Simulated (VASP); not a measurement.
# CdAu2 (P6/mmm) in VASP: a series of runs, part 2 of 2

VASP 6.6.1.

## 3. Single point, PBE

This run uses another cell than the first one, of 18.97 Å³/atom.

Contents of INCAR:

```
SYSTEM = CdAu2
ALGO     = Fast           ! electronic algorithm
EDIFF    = 1E-6           ! SCF threshold, eV
ENCUT    = 520            ! plane-wave cutoff, eV
GGA      = PE             ! functional
ISIF     = 2              ! what is computed and relaxed
ISMEAR   = 0              ! smearing method
LASPH    = .TRUE.         ! aspherical terms in the spheres
LCHARG   = .FALSE.        ! write CHGCAR
LREAL    = .FALSE.        ! projectors in reciprocal space
LWAVE    = .FALSE.        ! write WAVECAR
NBANDS   = 24             ! bands
NELM     = 60             ! most SCF steps
PREC     = Accurate       ! precision mode
SIGMA    = 0.1            ! smearing width, eV
```

Contents of KPOINTS:

```
k-points
0
G
  6 6 4
  0 0 0
```

Contents of POSCAR:

```
CdAu2
1.0
    3.9334278417      0.0000000000      0.0000000000
   -1.9667139208      3.4064484348      0.0000000000
    0.0000000000      0.0000000000      4.2470566397
Cd Au
1 2
Direct
    0.0000000000      0.0000000000      0.0000000000
    0.3333333333      0.6666666667      0.5000000000
    0.6666666667      0.3333333333      0.5000000000
```

Potentials or basis: VASP PAW PBE potentials, release 64 (Cd, Au).

Launch:

```console
$ cat potpaw_PBE.64/Cd/POTCAR potpaw_PBE.64/Au/POTCAR > POTCAR
$ mpirun -np 1 vasp_std > vasp.out
```

Wall time 16 s (1 thread of Intel Xeon Platinum 8375C at 2.90GHz (Ice Lake), shared host); peak memory 0.18 GiB.

It converged, with:

| Item | Value |
| --- | --- |
| Free energy | -3.4731 eV |
| Pressure | 49.2 GPa |
| Band gap on the k mesh | zero (bands 17 and 18 overlap by 1.67 eV) |

Stress tensor (GPa, compression positive):
```
72.25  0.00  0.00
 0.00 72.25  0.00
 0.00  0.00  2.95
```

Levels at points of the mesh, in eV from the Fermi level:
```csv
k point,band 13,band 14,band 15,band 16,band 17,band 18,band 19,band 20,band 21,band 22
"(0.00, 0.00, 0.00)",-5.93,-3.43,-3.19,-3.19,-0.10,3.09,7.07,7.07,7.22,7.22
"(0.50, 0.00, 0.00)",-4.19,-4.16,-2.70,-2.41,-0.72,1.32,3.78,5.95,6.05,6.56
"(0.00, 0.00, 0.50)",-5.52,-5.42,-3.56,-3.56,-3.09,7.12,7.84,7.84,8.28,8.28
"(0.50, 0.00, 0.50)",-3.84,-3.46,-2.67,-2.44,-0.45,-0.14,-0.10,3.90,6.00,6.41
```

Caveat: the k points lie up to 0.37 Å⁻¹ apart, too coarse for converged energies and pressures of a metal; spin-orbit coupling is left out, which moves the levels of the heavy elements.

## 4. Single point, PBE

This run uses another cell than the first one, of 19.57 Å³/atom.

Contents of INCAR:

```
SYSTEM = CdAu2
PREC = Accurate ; ENCUT = 520
EDIFF = 1E-6 ; ISMEAR = 0
SIGMA = 0.1 ; LREAL = .FALSE.
LASPH = .TRUE. ; NELM = 100
ALGO = Fast ; ISIF = 2
LWAVE = .FALSE. ; LCHARG = .FALSE.
GGA = PE ; NBANDS = 24
```

Contents of KPOINTS:

```
Automatic mesh
0
G
  6 6 4
  0 0 0
```

Contents of POSCAR:

```
CdAu2
1.0
    4.7211275545      0.0000000000      0.0000000000
   -2.3605637772      4.0886163968      0.0000000000
    0.0000000000      0.0000000000      3.0414692362
Cd Au
1 2
Direct
    0.0000000000      0.0000000000      0.0000000000
    0.3333333333      0.6666666667      0.5000000000
    0.6666666667      0.3333333333      0.5000000000
```

Launch:

```console
$ cat potpaw_PBE.64/Cd/POTCAR potpaw_PBE.64/Au/POTCAR > POTCAR
$ mpirun -np 1 vasp_std > vasp.out
```

Run time: 17 s. Hardware: 1 thread of Intel Xeon Platinum 8375C at 2.90GHz (Ice Lake), shared host; peak memory 0.19 GiB.

Results (log left out):

```
Free energy            : -7.4160 eV
Pressure               : 0.1 GPa
Band gap on the k mesh : zero (bands 17 and 18 overlap by 4.29 eV)
```

Stress tensor (GPa, compression positive):
```
0.14 0.00 0.00
0.00 0.14 0.00
0.00 0.00 0.05
```

Levels at points of the mesh, in eV from the Fermi level:
```
           k point  band 14  band 15  band 16  band 17  band 18  band 19  band 20  band 21
(0.00, 0.00, 0.00)    -3.53    -2.41    -2.41     2.27     3.80     3.95     3.95     4.51
(0.50, 0.00, 0.00)    -2.70    -2.43    -2.32    -1.88    -0.53     2.47    10.21    10.54
(0.00, 0.00, 0.50)    -3.42    -2.71    -1.53    -0.72     5.27     6.40     6.81     6.81
(0.50, 0.00, 0.50)    -2.42    -1.79    -0.34     0.59     0.85     1.80     4.57     4.67
```

Caveat: the k points lie up to 0.52 Å⁻¹ apart, too coarse for converged energies and pressures of a metal; spin-orbit coupling is left out, which moves the levels of the heavy elements.

## 5. Single point, PBE

Contents of INCAR:

```
PREC = Accurate
ENCUT = 520
EDIFF = 1E-6
ISMEAR = 0
SIGMA = 0.1
LREAL = F
LASPH = T
NELM = 80
ALGO = Normal
ISIF = 2
LWAVE = F
LCHARG = F
GGA = PE
NBANDS = 24
```

Contents of KPOINTS:

```
Automatic mesh
0
Gamma
  6 6 6
```

Contents of POSCAR:

```
CdAu2
1.0
    4.7571998460      0.0000000000      0.0000000000
   -2.3785999230      4.1198559175      0.0000000000
    0.0000000000      0.0000000000      2.9793510503
Cd Au
1 2
Direct
    0.0000000000      0.0000000000      0.0000000000
    0.3333333333      0.6666666667      0.5000000000
    0.6666666667      0.3333333333      0.5000000000
```

Launch:

```console
$ cat potpaw_PBE.64/Cd/POTCAR potpaw_PBE.64/Au/POTCAR > POTCAR
$ mpirun -np 1 vasp_std > vasp.out
```

It took 21 s on 1 thread of Intel Xeon Platinum 8375C at 2.90GHz (Ice Lake), shared host; peak memory 0.2 GiB.

Results (log left out):

- Free energy: -7.4890 eV
- Pressure: -0.1 GPa
- Band gap on the k mesh: zero (bands 17 and 18 overlap by 4.14 eV)

Stress tensor (GPa, compression positive):
```
-0.04  0.00  0.00
 0.00 -0.04  0.00
 0.00  0.00 -0.13
```

Levels at points of the mesh, in eV from the Fermi level:
```csv
k point,band 13,band 14,band 15,band 16,band 17,band 18,band 19,band 20,band 21,band 22
"(0.00, 0.00, 0.00)",-3.61,-3.61,-2.57,-2.57,1.84,3.35,3.57,3.57,4.13,4.13
"(0.50, 0.00, 0.00)",-3.48,-2.84,-2.67,-2.49,-2.16,-0.88,2.09,9.72,10.02,10.92
"(0.00, 0.00, 0.50)",-3.59,-3.59,-2.77,-1.63,-0.65,4.98,6.12,6.59,6.59,6.89
"(0.50, 0.00, 0.50)",-3.22,-2.65,-1.99,-0.36,0.42,0.92,1.68,4.43,4.44,5.25
```

Caveat: spin-orbit coupling is left out, which moves the levels of the heavy elements.

## 6. Relaxation of cell and atoms, PBE

This run uses another cell than the first one, of 18.97 Å³/atom.

Contents of INCAR:

```
PREC = Accurate
ENCUT = 600
EDIFF = 1E-6
ISMEAR = 0
SIGMA = 0.1
LREAL = False
LASPH = True
NELM = 100
ALGO = Normal
ISIF = 3
LWAVE = False
LCHARG = False
GGA = PE
IBRION = 2
NSW = 90
EDIFFG = -0.04
```

Contents of KPOINTS:

```
regular mesh
0
Gamma
  6 6 4
```

Contents of POSCAR:

```
CdAu2
1.0
    3.9334278417      0.0000000000      0.0000000000
   -1.9667139208      3.4064484348      0.0000000000
    0.0000000000      0.0000000000      4.2470566397
Cd Au
1 2
Direct
    0.0000000000      0.0000000000      0.0000000000
    0.3333333333      0.6666666667      0.5000000000
    0.6666666667      0.3333333333      0.5000000000
```

Potentials or basis: VASP PAW PBE potentials, release 64 (Cd, Au).

Launch:

```console
$ cat potpaw_PBE.64/Cd/POTCAR potpaw_PBE.64/Au/POTCAR > POTCAR
$ mpirun -np 1 vasp_std > vasp.out
```

Wall time 4.2 min (1 thread of Intel Xeon Platinum 8375C at 2.90GHz (Ice Lake), shared host); peak memory 0.22 GiB.

Results (log left out):

* Free energy: -7.4080 eV
* Relaxed volume: 19.58 Å³/atom
* Relaxed cell: a = 4.721 Å, b = 4.721 Å, c = 3.043 Å, α = 90.00°, β = 90.00°, γ = 120.00°
* Space group after relaxing (to 0.1 Å): P6/mmm (No. 191)
* Pressure after relaxing: 0.0 GPa
* Band gap on the k mesh: zero (bands 17 and 18 overlap by 4.28 eV)

Final structure:
```yaml
crystal:
  lattice:
    - [4.72123, 0.00000, 0.00000]
    - [-2.36061, 4.08870, 0.00000]
    - [0.00000, 0.00000, 3.04274]
  atoms:
    - { symbol: Cd, position: [0.00000, 0.00000, 0.00000] }
    - { symbol: Au, position: [0.33333, 0.66667, 0.50000] }
    - { symbol: Au, position: [0.66667, 0.33333, 0.50000] }
```

Levels at points of the mesh, in eV from the Fermi level:
```csv
k point,band 14,band 15,band 16,band 17,band 18,band 19,band 20,band 21
"(0.00, 0.00, 0.00)",-3.53,-2.41,-2.41,2.27,3.80,3.95,3.95,4.51
"(0.50, 0.00, 0.00)",-2.70,-2.43,-2.32,-1.88,-0.53,2.47,10.21,10.54
"(0.00, 0.00, 0.50)",-3.42,-2.71,-1.53,-0.72,5.27,6.40,6.81,6.81
"(0.50, 0.00, 0.50)",-2.42,-1.79,-0.34,0.59,0.85,1.79,4.57,4.67
```

Caveat: the k points lie up to 0.52 Å⁻¹ apart in the final cell, too coarse for converged energies and pressures of a metal; a cell axis changed by over 15 % at a fixed basis, so the end point is rough; spin-orbit coupling is left out, which moves the levels of the heavy elements.

## 7. Summary

| task | cell | k mesh | cutoff (eV) | gap on the mesh (eV) | pressure (GPa) | relaxed volume (Å³/atom) |
| --- | --- | --- | --- | --- | --- | --- |
| relaxation of cell and atoms | relaxed from a = 4.757, b = 4.757, c = 2.979 Å, angles 90.0, 90.0, 120.0°, 3 atoms | 12 × 12 × 16 | 600 | none | 0.0 | 19.27 |
| single point | a = 3.933, b = 3.933, c = 4.247 Å, angles 90.0, 90.0, 120.0°, 3 atoms | 6 × 6 × 4 | 520 | none | 49.2 | - |
| single point | a = 4.721, b = 4.721, c = 3.041 Å, angles 90.0, 90.0, 120.0°, 3 atoms | 6 × 6 × 4 | 520 | none | 0.1 | - |
| single point | a = 4.757, b = 4.757, c = 2.979 Å, angles 90.0, 90.0, 120.0°, 3 atoms | 6 × 6 × 6 | 520 | none | -0.1 | - |
| relaxation of cell and atoms | relaxed from a = 3.933, b = 3.933, c = 4.247 Å, angles 90.0, 90.0, 120.0°, 3 atoms | 6 × 6 × 4 | 600 | none | 0.0 | 19.58 |

Alike in all rows: level PBE; potentials or basis VASP PAW PBE potentials, release 64 (Cd, Au); no spin polarisation; smearing gaussian 0.1 eV.

Caveats: some runs use coarse meshes; spin-orbit coupling is left out, which moves the levels of the heavy elements; a cell axis changed by over 15 % at a fixed basis, so the end point is rough (at least some runs).

Absolute energies hang on the potentials; compare differences alone.
